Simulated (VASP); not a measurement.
HfN: single point with r2SCAN

The system is HfN.

```
CELL_PARAMETERS angstrom
3.09714 0.00000 0.00000
-1.54857 2.68220 0.00000
0.00000 0.00000 5.26249
ATOMIC_POSITIONS crystal
Hf 0.66667 0.33333 0.75000
Hf 0.33333 0.66667 0.25000
N 0.00000 0.00000 0.00000
N 0.00000 0.00000 0.50000
```

This cell differs from its parent crystal: strain -0.015 along x and y, -0.030 along z.

- Program: VASP 6.6.1
- Task: single point
- Functional: r2SCAN
- Potentials or basis: VASP PAW PBE potentials, release 64 (Hf_pv, N)
- Cutoff: 520 eV
- k mesh: 18 × 18 × 10
- Occupations: gaussian, width 0.15 eV
- Spin: no spin polarisation
- Dipole correction: no
- Further INCAR settings: ALGO = Normal; EDIFF = 1e-06; NBANDS = 23

```yaml
Pressure: 16.4 GPa
Band_gap_on_the_k_mesh: zero (bands 15 and 16 overlap by 2.71 eV)
```

Stress tensor (GPa, compression positive):
```
13.69  0.00  0.00
 0.00 13.69  0.00
 0.00  0.00 21.87
```

Levels at points of the mesh, in eV from the Fermi level:
```
           k point  band 13  band 14  band 15  band 16  band 17  band 18
(0.00, 0.00, 0.00)    -4.16    -1.89    -0.35     0.86     0.86     1.40
(0.50, 0.00, 0.00)    -3.72    -3.06    -2.62     2.79     3.12     4.76
(0.00, 0.00, 0.50)    -5.02    -5.02     2.19     2.19     3.30     3.30
(0.50, 0.00, 0.50)    -5.05    -5.05    -0.31    -0.31     5.12     5.12
```

Run time: 7.9 min on 1 thread of Intel(R) Xeon(R) Platinum 8259CL CPU @ 2.50GHz (Skylake/Cascade Lake) (shared host), peak memory 0.32 GiB.

Caveat: the cell differs from its parent crystal (strain -0.015 along x and y, -0.030 along z); the cell stands under pressure; the PAW data sets were made with another functional, which shifts forces and pressure a little; spin-orbit coupling is left out, which moves the levels of the heavy elements.
